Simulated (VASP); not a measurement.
Input of a VASP 6.6.1 run:

The input POSCAR:

```
InAs
1.0
    0.0000000000      2.8000000000      2.8000000000
    2.8000000000      0.0000000000      2.8000000000
    2.8000000000      2.8000000000      0.0000000000
In As
1 1
Direct
    0.0000000000      0.0000000000      0.0000000000
    0.5000000000      0.5000000000      0.5000000000
```

Contents of INCAR.step1:

```
SYSTEM = InAs
PREC     = Accurate       ! precision mode
ENCUT    = 520            ! plane-wave cutoff, eV
EDIFF    = 1E-5           ! SCF threshold, eV
ISMEAR   = 0              ! smearing method
SIGMA    = 0.05           ! smearing width, eV
LREAL    = .False.        ! projectors in reciprocal space
LASPH    = .True.         ! aspherical terms in the spheres
NELM     = 100            ! most SCF steps
ALGO     = Normal         ! electronic algorithm
ISIF     = 2              ! what is computed and relaxed
LWAVE    = .True.         ! write WAVECAR
LCHARG   = .False.        ! write CHGCAR
NBANDS   = 16             ! bands
GGA      = PE             ! functional
```

The input INCAR.step2:

```
SYSTEM = InAs
PREC     = Accurate       ! precision mode
ENCUT    = 520            ! plane-wave cutoff, eV
EDIFF    = 1E-7           ! SCF threshold, eV
ISMEAR   = 0              ! smearing method
SIGMA    = 0.05           ! smearing width, eV
LREAL    = .False.        ! projectors in reciprocal space
LASPH    = .True.         ! aspherical terms in the spheres
NELM     = 100            ! most SCF steps
ALGO     = Normal         ! electronic algorithm
ISIF     = 2              ! what is computed and relaxed
LWAVE    = .False.        ! write WAVECAR
LCHARG   = .False.        ! write CHGCAR
GGA      = PE             ! functional
LHFCALC  = .True.         ! exact exchange
HFSCREEN = 0.2079         ! screening, 1/A
PRECFOCK = Normal       
NBANDS   = 16             ! bands
ISTART   = 1
```

KPOINTS

```
regular mesh
0
Gamma
  6 6 6
  0 0 0
```

Potentials or basis: VASP PAW PBE potentials, release 64 (In_d, As).

Command:

```sh
$ cat potpaw_PBE.64/In_d/POTCAR potpaw_PBE.64/As/POTCAR > POTCAR
$ cp INCAR.step1 INCAR
$ mpirun -np 1 vasp_std > vasp.out
$ cp INCAR.step2 INCAR
$ mpirun -np 1 vasp_std > vasp.out
```

**Question.** Predict the band gap on the k mesh.

**Answer.** Zero (bands 9 and 10 overlap by 3.22 eV).

**Question.** Estimate the pressure.

**Answer.** 3.2 GPa.

Caveat: the cell stands under pressure; the PAW data sets were made with another functional, which shifts forces and pressure a little; spin-orbit coupling is left out, which moves the levels of the heavy elements.
